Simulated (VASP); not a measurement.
Be3Te4:

```
Be Te
1.0
     7.55000    0.00000    0.00000
     0.00000    6.54000    0.00000
     0.00000    0.00000    6.17000
Be Te
6 8
Direct
  0.50000 0.84500 0.00000
  0.25000 0.33000 0.00000
  0.75000 0.33000 0.00000
  0.00000 0.15500 0.50000
  0.25000 0.67000 0.50000
  0.75000 0.67000 0.50000
  0.50000 0.17200 0.86500
  0.75500 0.33500 0.37500
  0.24500 0.33500 0.37500
  0.00000 0.82800 0.36500
  0.25500 0.66500 0.87500
  0.74500 0.66500 0.87500
  0.00000 0.15000 0.88000
  0.50000 0.85000 0.38000
```

This cell differs from its parent crystal: atoms taken out.

| Quantity | Value |
| --- | --- |
| Program | VASP 6.6.1 |
| Task | relaxation of cell and atoms |
| Functional | PBE |
| Potentials or basis | VASP PAW PBE potentials, release 64 (Be, Te) |
| Cutoff | 500 eV |
| k mesh | 2 × 3 × 3 |
| Occupations | gaussian, width 0.2 eV |
| Spin | no spin polarisation |

At the start: pressure 8.6 GPa; volume 21.76 Å³/atom.

Where does the relaxation end?

Over 32 steps the energy falls by 183.9 meV/atom and the volume is 24.22 Å³/atom (+11.3 %); space group Pmn2_1 (No. 31, to 0.1 Å) before and after.

Step by step:
```csv
step,energy change (eV),largest force (eV/Å),pressure (GPa),volume (Å³)
1,0.0000,0.8684,8.65,304.66
2,-1.1334,0.3428,-1.85,359.29
3,-1.1970,0.3631,-0.27,347.53
4,-1.1968,0.3615,-0.40,348.43
5,-1.2726,0.3063,-0.35,347.58
6,-1.3555,0.2100,-0.18,345.75
7,-1.3606,0.1999,-0.10,345.13
8,-1.3804,0.0993,0.06,343.68
9,-1.3804,0.1059,0.07,343.63
10,-1.3859,0.0856,-0.04,344.07
11,-1.3897,0.1073,-0.34,345.36
12,-1.3903,0.0928,-0.27,345.04
13,-1.3932,0.0886,-0.25,344.76
14,-1.4034,0.1186,-0.19,343.89
15,-1.4355,0.2466,-0.08,342.14
16,-1.5467,0.4401,0.18,338.53
17,-1.8056,0.7812,1.09,330.84
18,0.8209,5.1727,6.99,313.59
19,-1.8553,0.7176,1.18,330.23
20,-1.4509,1.9787,3.05,321.89
21,-1.8745,0.7713,1.31,329.40
22,-1.8781,0.8572,1.45,328.59
23,-1.8776,0.8182,1.39,328.95
24,-2.0174,0.7646,0.92,331.44
25,-2.3107,0.6330,-0.33,338.86
26,-2.3167,0.5336,-2.18,353.54
27,-2.4091,0.5537,-1.35,346.18
28,-2.4980,0.4050,-0.71,342.26
29,-2.5452,0.2456,0.27,336.92
30,-2.5631,0.1730,0.13,337.82
31,-2.5698,0.1207,-0.01,338.80
32,-2.5750,0.0773,-0.04,339.02
```

Final structure:
```
Be Te
1.0
     6.54587    0.00000    0.00000
     0.00000    7.50770    0.00000
     0.00000    0.00000    6.89835
Be Te
6 8
Cartesian
  3.2729 6.3351 0.1095
  1.6563 2.6606 0.0680
  4.8895 2.6606 0.0680
  6.5459 1.1726 3.5587
  1.6166 4.8471 3.5172
  4.9293 4.8471 3.5172
  3.2729 1.0552 5.9393
  4.8674 2.6386 2.5180
  1.6784 2.6386 2.5180
  6.5459 6.4525 2.4901
  1.5945 4.8691 5.9672
  4.9514 4.8691 5.9672
  6.5459 1.0930 5.9906
  3.2729 6.4147 2.5415
```

Caveat: the k points lie up to 0.48 Å⁻¹ apart in the final cell, too coarse for converged energies and pressures of a metal; the cell differs from its parent crystal (atoms taken out); the relaxation stopped at a loose force limit of 0.08 eV/Å, so its end isn't a converged minimum.
